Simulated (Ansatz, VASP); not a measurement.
## Ag3GeI in VASP and in Ansatz

Contents of INCAR:

```
SYSTEM = Ag3GeI
  ALGO = Normal
  EDIFF = 1E-7
  ENCUT = 520
  ISIF = 2
  ISMEAR = 0
  LASPH = .TRUE.
  LCHARG = .TRUE.
  LELF = .TRUE.
  LREAL = .FALSE.
  LVHAR = .TRUE.
  LWAVE = .FALSE.
  NBANDS = 35
  NELM = 100
  PREC = Accurate
  SIGMA = 0.0553
```

The input KPOINTS:

```
k-points
0
G
  4 4 4
  0 0 0
```

Contents of POSCAR:

```
Ag3GeI
1.0
    4.7821260000      0.0000000000      0.0000000000
    0.0000000000      4.7821260000      0.0000000000
    0.0000000000      0.0000000000      4.7821260000
Ag Ge I
3 1 1
Direct
    0.5300000000      0.8895000000      0.0175000000
    0.0175000000      0.5300000000      0.8895000000
    0.8895000000      0.0175000000      0.5300000000
    0.0319000000      0.0319000000      0.0319000000
    0.5000000000      0.5000000000      0.5000000000
```

Input for Ansatz:

```yaml
crystal:
  lattice:
    - [4.782126, 0.0, 0.0]
    - [0.0, 4.782126, 0.0]
    - [0.0, 0.0, 4.782126]
  atoms:
    - { symbol: Ag, position: [0.53, 0.8895, 0.0175] }
    - { symbol: Ag, position: [0.0175, 0.53, 0.8895] }
    - { symbol: Ag, position: [0.8895, 0.0175, 0.53] }
    - { symbol: Ge, position: [0.0319, 0.0319, 0.0319] }
    - { symbol: I, position: [0.5, 0.5, 0.5] }
  symmetry: { tolerance: 0.0003 }
kpoints:
  mp_grid: { grid: [4, 4, 4], shift: [0, 0, 0] }
magnetization:
  spin_polarized: false
scf:
  occupations: { method: gaussian, width: 0.0553 }
hamiltonian:
  pseudopotentials: { kind: paw }
  xc: lda
basis:
  ecutwfc: 420
output:
  forces: true
  stress: true
  eigenvalues: true
  write_density: true
  write_potential: true
  elf: true
  volumetric_format: npy
```

Alike in both runs: task single point; functional LDA; k mesh 4 × 4 × 4; occupations gaussian, width 0.0553 eV; no spin polarisation.

|  | VASP | Ansatz |
| --- | --- | --- |
| version | VASP 6.6.1 | Ansatz 0.2.0 |
| potentials or method | VASP PAW LDA potentials, release 64 (Ag, Ge_d, I), cutoff 520 eV | PAW plane waves |
| valence electrons in the cell | 54 | 88 |

Ansatz gave:

* gap on the k mesh at the Fermi level (eV): none
* pressure (GPa): 1.7
* traceless stress, the component that is largest in VASP (GPa): 0.20
* rms of the force components (eV/Å): 0.363

Which values does VASP return?

gap on the k mesh at the Fermi level (eV): none; pressure (GPa): 1.8; traceless stress, the component that is largest in VASP (GPa): 0.19; rms of the force components (eV/Å): 0.368.

LDA's correlation is that of Perdew and Zunger in VASP and of Perdew and Wang (1992) in Ansatz. Atom by atom the forces differ by 0.005 eV/Å (rms over components). A gap of «none» marks a metal or a gap that the smearing closes. VASP's potentials hold 54 valence electrons a cell and Ansatz's 88, so a difference there can come from the potentials and not from the codes.

Spin-orbit coupling is off throughout.
